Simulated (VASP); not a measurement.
Input of a VASP 6.6.1 run:

File INCAR:

```
PREC = Accurate
ENCUT = 600
EDIFF = 1E-6
ISMEAR = 0
SIGMA = 0.02
LREAL = F
LASPH = T
NELM = 100
ALGO = Normal
ISIF = 3
LWAVE = F
LCHARG = F
GGA = PE
IBRION = 2
NSW = 100
EDIFFG = -0.01
```

File KPOINTS:

```
Automatic mesh
0
Gamma
  6 6 8
```

File POSCAR:

```
CdF2
1.0
    3.7806316244      0.0000000000      0.0000000000
    0.0000000000      3.7806316244      0.0000000000
    0.0000000000      0.0000000000      3.2956069518
Cd F
1 2
Direct
    0.0000000000      0.0000000000      0.0000000000
    0.5000000000      0.0000000000      0.3310550482
    0.0000000000      0.5000000000      0.6689449518
```

Potentials or basis: VASP PAW PBE potentials, release 64 (Cd, F).

Launch:

```console
$ cat potpaw_PBE.64/Cd/POTCAR potpaw_PBE.64/F/POTCAR > POTCAR
$ mpirun -np 1 vasp_std > vasp.out
```

Q: Predict the band gap on the k mesh.

A: 2.45 eV (least direct gap 2.64 eV).

Q: Predict the relaxed volume.

A: 15.36 Å³/atom.

Q: Estimate the space group after relaxing (to 0.1 Å).

A: P-4m2 (No. 115).

Stress tensor (GPa, compression positive):
```
-0.05  0.00  0.00
 0.00 -0.05  0.00
 0.00  0.00  0.06
```

Caveat: the cell differs from its parent crystal (atoms taken out). A k mesh can miss the band edges.
